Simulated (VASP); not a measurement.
# Ti3Se (P-6m2) in VASP: notebook, part 2 of 2

VASP 6.6.1. Earlier steps stand in the parts before.

## Step 4: Single point, r2SCAN

This run uses another cell than the first one, of 17.93 Å³/atom, 1.041 times its volume.

File POSCAR:

```
Ti3Se
1.0
    3.2186213523      0.0000000000      0.0000000000
   -1.6093106762      2.7874078563      0.0000000000
    0.0000000000      0.0000000000      7.9953474932
Se Ti
1 3
Direct
    0.0000000000      0.0000000000      0.0000000000
    0.6666666667      0.3333333333      0.5000000000
    0.3333333333      0.6666666667      0.7729020000
    0.3333333333      0.6666666667      0.2270980000
```

File INCAR.step1:

```
SYSTEM = Ti3Se
  PREC = Accurate
  ENCUT = 520
  ISMEAR = -1
  SIGMA = 0.05
  LREAL = .FALSE.
  LASPH = .TRUE.
  NELM = 60
  NBANDS = 29
  GGA = PE
  ALGO = Normal
  EDIFF = 1E-4
  LWAVE = .TRUE.
  LCHARG = .FALSE.
```

File INCAR.step2:

```
SYSTEM = Ti3Se
  PREC = Accurate
  ENCUT = 520
  EDIFF = 1E-6
  ISMEAR = -1
  SIGMA = 0.05
  LREAL = .FALSE.
  LASPH = .TRUE.
  NELM = 60
  ALGO = Normal
  ISIF = 2
  LWAVE = .FALSE.
  LCHARG = .FALSE.
  METAGGA = R2SCAN
  LMIXTAU = .TRUE.
  NBANDS = 29
  ISTART = 1
```

File KPOINTS:

```
regular mesh
0
G
  10 10 4
  0 0 0
```

The run is started by

```
$ cat potpaw_PBE.64/Se/POTCAR potpaw_PBE.64/Ti_sv/POTCAR > POTCAR
$ cp INCAR.step1 INCAR
$ mpirun -np 1 vasp_std > vasp.out
$ cp INCAR.step2 INCAR
$ mpirun -np 1 vasp_std > vasp.out
```

It took 5.7 min on 1 thread of Intel Xeon 6975P-C, shared host; peak memory 0.23 GiB.

It converged, with:

```
Free energy            : -55.3277 eV
Pressure               : -2.6 GPa
Largest force          : 0.104 eV/Å
Band gap on the k mesh : zero (band 21 reaches 8.37 eV, above the bottom of band 22 at 7.73 eV)
```

Forces in eV/Å, atoms in the order of the input:
```
Se   0.000  0.000  0.000
Ti   0.000  0.000  0.000
Ti   0.000  0.000  0.104
Ti   0.000  0.000 -0.104
```

Stress tensor (GPa, compression positive):
```
-2.23  0.00  0.00
 0.00 -2.23  0.00
 0.00  0.00 -3.31
```

Levels at points of the mesh, in eV from the Fermi level:
| k point | band 17 | band 18 | band 19 | band 20 | band 21 | band 22 | band 23 | band 24 | band 25 | band 26 |
| --- | --- | --- | --- | --- | --- | --- | --- | --- | --- | --- |
| (0.00, 0.00, 0.00) | -1.55 | -1.55 | -0.42 | 0.15 | 0.15 | 0.35 | 0.35 | 0.84 | 1.10 | 1.48 |
| (0.50, 0.00, 0.00) | -2.24 | -1.85 | -1.69 | -0.91 | -0.61 | 0.23 | 0.75 | 0.87 | 2.31 | 2.52 |
| (0.00, 0.00, 0.50) | -1.62 | -1.62 | -0.78 | 0.44 | 0.44 | 0.49 | 0.59 | 0.59 | 1.06 | 1.06 |
| (0.50, 0.00, 0.50) | -2.22 | -1.65 | -1.65 | -1.10 | -0.96 | 0.54 | 0.87 | 1.03 | 1.23 | 2.54 |

Caveat: the PAW data sets were made with another functional, which shifts forces and pressure a little.

## Step 5: Single point, r2SCAN

This run uses another cell than the first one, of 18.28 Å³/atom, 1.061 times its volume.

File POSCAR:

```
Ti3Se
1.0
    3.2395220766      0.0000000000      0.0000000000
   -1.6197610383      2.8055084145      0.0000000000
    0.0000000000      0.0000000000      8.0472667889
Se Ti
1 3
Direct
    0.0000000000      0.0000000000      0.0000000000
    0.6666666667      0.3333333333      0.5000000000
    0.3333333333      0.6666666667      0.7729020000
    0.3333333333      0.6666666667      0.2270980000
```

File INCAR.step1:

```
PREC = Accurate
ENCUT = 520
ISMEAR = -1
SIGMA = 0.05
LREAL = F
LASPH = T
NELM = 80
NBANDS = 29
GGA = PE
ALGO = Normal
EDIFF = 1E-4
LWAVE = T
LCHARG = F
```

File INCAR.step2:

```
PREC = Accurate
ENCUT = 520
EDIFF = 1E-6
ISMEAR = -1
SIGMA = 0.05
LREAL = F
LASPH = T
NELM = 80
ALGO = Normal
ISIF = 2
LWAVE = F
LCHARG = F
METAGGA = R2SCAN
LMIXTAU = T
NBANDS = 29
ISTART = 1
```

File KPOINTS:

```
regular mesh
0
Gamma
  10 10 4
```

The run is started by

```
$ cat potpaw_PBE.64/Se/POTCAR potpaw_PBE.64/Ti_sv/POTCAR > POTCAR
$ cp INCAR.step1 INCAR
$ mpirun -np 1 vasp_std > vasp.out
$ cp INCAR.step2 INCAR
$ mpirun -np 1 vasp_std > vasp.out
```

It took 4.2 min on 1 thread of Intel Xeon 6975P-C, shared host; peak memory 0.23 GiB.

It converged, with:

- Free energy: -55.2968 eV
- Pressure: -4.6 GPa
- Largest force: 0.156 eV/Å
- Band gap on the k mesh: zero (band 21 reaches 8.16 eV, above the bottom of band 22 at 7.52 eV)

Forces in eV/Å, atoms in the order of the input:
```
Se   0.000  0.000  0.000
Ti   0.000  0.000  0.000
Ti   0.000  0.000  0.156
Ti   0.000  0.000 -0.156
```

Stress tensor (GPa, compression positive):
```
-4.14  0.00  0.00
 0.00 -4.14  0.00
 0.00  0.00 -5.53
```

Levels at points of the mesh, in eV from the Fermi level:
| k point | band 18 | band 19 | band 20 | band 21 | band 22 | band 23 | band 24 | band 25 |
| --- | --- | --- | --- | --- | --- | --- | --- | --- |
| (0.00, 0.00, 0.00) | -1.55 | -0.46 | 0.15 | 0.15 | 0.35 | 0.35 | 0.81 | 1.08 |
| (0.50, 0.00, 0.00) | -1.81 | -1.65 | -0.92 | -0.61 | 0.23 | 0.72 | 0.85 | 2.25 |
| (0.00, 0.00, 0.50) | -1.61 | -0.76 | 0.43 | 0.43 | 0.46 | 0.58 | 0.58 | 1.03 |
| (0.50, 0.00, 0.50) | -1.62 | -1.62 | -1.09 | -0.93 | 0.51 | 0.85 | 1.00 | 1.21 |

Caveat: the PAW data sets were made with another functional, which shifts forces and pressure a little.

## Step 6: Single point, r2SCAN

This run uses another cell than the first one, of 18.64 Å³/atom, 1.082 times its volume.

File POSCAR:

```
Ti3Se
1.0
    3.2601565315      0.0000000000      0.0000000000
   -1.6300782658      2.8233783766      0.0000000000
    0.0000000000      0.0000000000      8.0985246472
Se Ti
1 3
Direct
    0.0000000000      0.0000000000      0.0000000000
    0.6666666667      0.3333333333      0.5000000000
    0.3333333333      0.6666666667      0.7729020000
    0.3333333333      0.6666666667      0.2270980000
```

File INCAR.step1:

```
SYSTEM = Ti3Se
PREC = Accurate ; ENCUT = 520
ISMEAR = -1 ; SIGMA = 0.05
LREAL = .False. ; LASPH = .True.
NELM = 60 ; NBANDS = 29
GGA = PE ; ALGO = Normal
EDIFF = 1E-4 ; LWAVE = .True.
LCHARG = .False.
```

File INCAR.step2:

```
SYSTEM = Ti3Se
PREC = Accurate ; ENCUT = 520
EDIFF = 1E-6 ; ISMEAR = -1
SIGMA = 0.05 ; LREAL = .False.
LASPH = .True. ; NELM = 60
ALGO = Normal ; ISIF = 2
LWAVE = .False. ; LCHARG = .True.
METAGGA = R2SCAN ; LMIXTAU = .True.
LELF = .True. ; LVHAR = .True.
NBANDS = 29 ; ISTART = 1
```

File KPOINTS:

```
Automatic mesh
0
Gamma
  10 10 4
  0 0 0
```

Potentials or basis: VASP PAW PBE potentials, release 64 (Se, Ti_sv).

The run is started by

```
$ cat potpaw_PBE.64/Se/POTCAR potpaw_PBE.64/Ti_sv/POTCAR > POTCAR
$ cp INCAR.step1 INCAR
$ mpirun -np 1 vasp_std > vasp.out
$ cp INCAR.step2 INCAR
$ mpirun -np 1 vasp_std > vasp.out
```

Run time: 4.9 min. Hardware: 1 thread of Intel Xeon 6975P-C, shared host; peak memory 0.24 GiB.

Results (log left out):

```yaml
Free_energy: -55.2489 eV
Pressure: -6.4 GPa
Largest_force: 0.203 eV/Å
Band_gap_on_the_k_mesh: zero (band 21 reaches 7.96 eV, above the bottom of band 22 at 7.32 eV)
```

Forces on the atoms (eV/Å):
```
Se   0.000  0.000  0.000
Ti   0.000  0.000  0.000
Ti   0.000  0.000  0.203
Ti   0.000  0.000 -0.203
```

Stress tensor (GPa, compression positive):
```
-5.87  0.00  0.00
 0.00 -5.87  0.00
 0.00  0.00 -7.56
```

Levels at points of the mesh, in eV from the Fermi level:
| k point | band 19 | band 20 | band 21 | band 22 | band 23 | band 24 |
| --- | --- | --- | --- | --- | --- | --- |
| (0.00, 0.00, 0.00) | -0.48 | 0.15 | 0.15 | 0.34 | 0.34 | 0.78 |
| (0.50, 0.00, 0.00) | -1.61 | -0.93 | -0.60 | 0.23 | 0.69 | 0.84 |
| (0.00, 0.00, 0.50) | -0.75 | 0.42 | 0.42 | 0.43 | 0.56 | 0.56 |
| (0.50, 0.00, 0.50) | -1.58 | -1.08 | -0.91 | 0.48 | 0.83 | 0.98 |

Caveat: the PAW data sets were made with another functional, which shifts forces and pressure a little.

## Step 7: The runs side by side

```tsv
level	spin	cell	gap on the mesh (eV)	pressure (GPa)	largest force (eV/Å)
r2SCAN	off	a = 3.176, b = 3.176, c = 7.889 Å, angles 90.0, 90.0, 120.0°, 4 atoms	none	2.2	0.02
PBEsol	non-collinear, zero start, SOC	a = 3.197, b = 3.197, c = 7.943 Å, angles 90.0, 90.0, 120.0°, 4 atoms	-	-4.3	0.07
r2SCAN	off	a = 3.219, b = 3.219, c = 7.995 Å, angles 90.0, 90.0, 120.0°, 4 atoms	none	-2.6	0.10
r2SCAN	off	a = 3.240, b = 3.240, c = 8.047 Å, angles 90.0, 90.0, 120.0°, 4 atoms	none	-4.6	0.16
r2SCAN	off	a = 3.260, b = 3.260, c = 8.099 Å, angles 90.0, 90.0, 120.0°, 4 atoms	none	-6.4	0.20
```

Alike in all rows: task single point; potentials or basis VASP PAW PBE potentials, release 64 (Se, Ti_sv); k mesh 10 × 10 × 4; cutoff (eV) 520; smearing fermi-dirac 0.05 eV.

Caveats: the PAW data sets were made with another functional, which shifts forces and pressure a little.

Absolute energies hang on the potentials; compare differences alone.
